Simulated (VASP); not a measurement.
Input of a VASP 6.6.1 run:

The input INCAR:

```
SYSTEM = PtSe2
  ALGO = Normal
  EDIFF = 1E-7
  ENCUT = 520
  GGA = PS
  ISIF = 2
  ISMEAR = 0
  LASPH = .True.
  LCHARG = .True.
  LELF = .True.
  LREAL = .False.
  LVHAR = .True.
  LWAVE = .False.
  NBANDS = 18
  NELM = 80
  PREC = Accurate
  SIGMA = 0.15
```

Contents of KPOINTS:

```
k-points
0
Gamma
  12 12 10
  0 0 0
```

POSCAR

```
PtSe2
1.0
    3.9299575279      0.0000000000      0.0000000000
   -1.9649787639      3.2568833062      0.0000000000
    0.0000000000      0.0000000000      4.8633103101
Pt Se
1 2
Direct
    0.0000000000      0.0000000000      0.0000000000
    0.3333333333      0.6666666667      0.2606754608
    0.6666666667      0.3333333333      0.7393245392
```

Potentials or basis: VASP PAW PBE potentials, release 64 (Pt, Se).

The run is started by

```sh
$ cat potpaw_PBE.64/Pt/POTCAR potpaw_PBE.64/Se/POTCAR > POTCAR
$ mpirun -np 1 vasp_std > vasp.out
```

**Question.** Estimate the largest force.

**Answer.** 0.397 eV/Å.

**Question.** What does it give for the band gap on the k mesh?

**Answer.** Zero (bands 11 and 12 overlap by 0.86 eV).

**Question.** Predict the pressure.

**Answer.** -5.6 GPa.

Stress tensor (GPa, compression positive):
```
-9.61  0.00  0.00
 0.00 -3.70  1.52
 0.00  1.52 -3.43
```

Caveat: the cell differs from its parent crystal (strain +0.0450 x Voigt [1, 0, 0, 0, 0, 0]); the stress differs along the axes, from -10 to -3 GPa; the PAW data sets were made with another functional, which shifts forces and pressure a little; spin-orbit coupling is left out, which moves the levels of the heavy elements.
